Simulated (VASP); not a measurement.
Runs of VASP 6.6.1 on CdTe. The structure is that of space group I-4m2 (No. 119), or close to it. The cells are those of the table. 

| level | cell | k mesh | smearing | grid for exact exchange (PRECFOCK) | share of exact exchange | screening parameter | gap on the mesh (eV) | pressure (GPa) |
| --- | --- | --- | --- | --- | --- | --- | --- | --- |
| HSE06 | a = 4.685, b = 4.685, c = 4.368 Å, angles 62.2, 62.2, 55.6°, 2 atoms | 4 × 4 × 4 | gaussian 0.01 eV | Normal | 0.25 | 0.2079 1/Å | (a) | 2.1 |
| r2SCAN | a = 4.779, b = 4.779, c = 4.916 Å, angles 59.0, 59.0, 61.9°, 2 atoms | 6 × 6 × 6 | gaussian 0.01 eV | - | - | - | 0.67 | -3.6 |
| PBE | a = 4.779, b = 4.779, c = 4.916 Å, angles 59.0, 59.0, 61.9°, 2 atoms | 6 × 6 × 6 | fermi-dirac 0.02 eV | - | - | - | (c) | -2.5 |
| PBE | a = 4.685, b = 4.685, c = 4.368 Å, angles 62.2, 62.2, 55.6°, 2 atoms | 6 × 6 × 6 | fermi-dirac 0.02 eV | - | - | - | (b) | 3.0 |
| r2SCAN | a = 4.685, b = 4.685, c = 4.368 Å, angles 62.2, 62.2, 55.6°, 2 atoms | 6 × 6 × 6 | gaussian 0.01 eV | - | - | - | 1.05 | 2.0 |

Alike in all rows: task single point; potentials or basis VASP PAW PBE potentials, release 64 (Cd, Te); no spin polarisation; cutoff (eV) 520.

Task: Fill in the values left out.

Result: (a) 1.34; (b) 0.55; (c) 0.22.

Caveats: some runs use coarse meshes; spin-orbit coupling is left out, which moves the levels of the heavy elements; the PAW data sets were made with another functional, which shifts forces and pressure a little (at least some runs); the cell stands under tension (at least some runs); the cell stands under pressure (at least some runs).

A k mesh can miss the band edges, and the runs leave out spin-orbit coupling on Cd, Te.
